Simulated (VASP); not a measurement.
## PbO2: single point with r2SCAN

PbO2:

```
Pb O
1.0
     5.03319    0.00000    0.00000
     0.00000    5.03319    0.00000
     0.00000    0.00000    3.44136
Pb O
2 4
Direct
  0.00000 0.00000 0.00000
  0.50000 0.50000 0.50000
  0.30721 0.30721 0.00000
  0.19279 0.80721 0.50000
  0.80721 0.19279 0.50000
  0.69279 0.69279 0.00000
```

```
Program             : VASP 6.6.1
Task                : single point
Functional          : r2SCAN
Potentials or basis : VASP PAW PBE potentials, release 64 (Pb_d, O)
Cutoff              : 520 eV
k mesh              : 4 × 4 × 6
Occupations         : fermi-dirac, width 0.02 eV
Spin                : no spin polarisation
```

The pressure is -3.4 GPa. The largest force is 0.055 eV/Å. The band gap on the k mesh is 0.17 eV (least direct gap 0.63 eV).

Forces in eV/Å, atoms in the order of the input:
```
Pb   0.000  0.000  0.000
Pb   0.000  0.000  0.000
O    0.039  0.039  0.000
O   -0.039  0.039  0.000
O    0.039 -0.039  0.000
O   -0.039 -0.039  0.000
```

Stress tensor (GPa, compression positive):
```
-3.05  0.00  0.00
 0.00 -3.05  0.00
 0.00  0.00 -3.98
```

Levels at points of the mesh, in eV from the valence-band top:
| k point | band 23 | band 24 | band 25 | band 26 | band 27 | band 28 | band 29 | band 30 |
| --- | --- | --- | --- | --- | --- | --- | --- | --- |
| (0.00, 0.00, 0.00) | -0.47 | -0.47 | -0.46 | -0.46 | 0.17 | 4.62 | 6.54 | 6.54 |
| (0.50, 0.00, 0.00) | -0.50 | -0.50 | -0.26 | -0.26 | 2.73 | 2.73 | 7.12 | 7.12 |
| (0.50, 0.50, 0.00) | -0.52 | -0.52 | -0.39 | -0.39 | 3.14 | 3.14 | 7.35 | 7.35 |
| (0.00, 0.00, 0.50) | -0.99 | -0.99 | -0.68 | -0.68 | 4.11 | 4.11 | 9.58 | 9.58 |
| (0.50, 0.00, 0.50) | -0.66 | -0.66 | -0.06 | -0.06 | 4.41 | 4.41 | 8.02 | 8.02 |
| (0.50, 0.50, 0.50) | -0.55 | -0.55 | -0.42 | -0.42 | 3.20 | 3.20 | 9.04 | 9.04 |

Run time: 110 s on 1 thread of Intel(R) Xeon(R) 6975P-C (Granite Rapids) (shared host), peak memory 0.24 GiB.

Caveat: the cell stands under tension; the structure was generated, so it needn't be the stable form of PbO2; the PAW data sets were made with another functional, which shifts forces and pressure a little; spin-orbit coupling is left out, which moves the levels of the heavy elements. A k mesh can miss the band edges.
